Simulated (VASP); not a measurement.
Wanted: the native input for a VASP 6.6.1 run.

- Task: single point
- Functional: LDA
- Potentials or basis: VASP PAW LDA potentials, release 64 (Ge_d)
- Cutoff: 520 eV
- k mesh: 6 × 6 × 2
- Occupations: fermi-dirac, width 0.05 eV
- Spin: no spin polarisation
- Dipole correction: no
- Further INCAR settings: ALGO = Normal; EDIFF = 1e-06; NBANDS = 36

The structure of Ge lies in POSCAR:

```
Ge
1.0
    4.0504045371      0.0000000000      0.0000000000
   -2.0252022685      3.5077532247      0.0000000000
    0.0000000000      0.0000000000     10.9933590000
Ge
4
Direct
    0.6666666667      0.3333333333      0.4148480000
    0.3333333333      0.6666666667      0.9148480000
    0.0000000000      0.0000000000      0.4774520000
    0.0000000000      0.0000000000      0.9774520000
```

One way to write it, as run:

INCAR

```
SYSTEM = Ge
PREC = Accurate ; ENCUT = 520
EDIFF = 1E-6 ; ISMEAR = -1
SIGMA = 0.05 ; LREAL = .False.
LASPH = .True. ; NELM = 60
ALGO = Normal ; ISIF = 2
LWAVE = .False. ; LCHARG = .False.
NBANDS = 36
```

KPOINTS

```
Automatic mesh
0
Gamma
  6 6 2
  0 0 0
```

Potentials or basis: VASP PAW LDA potentials, release 64 (Ge_d).

Run with:

```console
$ cat potpaw_LDA.64/Ge_d/POTCAR > POTCAR
$ mpirun -np 1 vasp_std > vasp.out
```

It gave:

```
Pressure               : -2.5 GPa
Largest force          : 0.259 eV/Å
Band gap on the k mesh : zero (filled and empty bands touch)
```

Wall time 62 s on 1 thread of Intel(R) Xeon(R) Platinum 8259CL CPU @ 2.50GHz (Skylake/Cascade Lake), with other jobs on the host, peak memory 0.23 GiB.
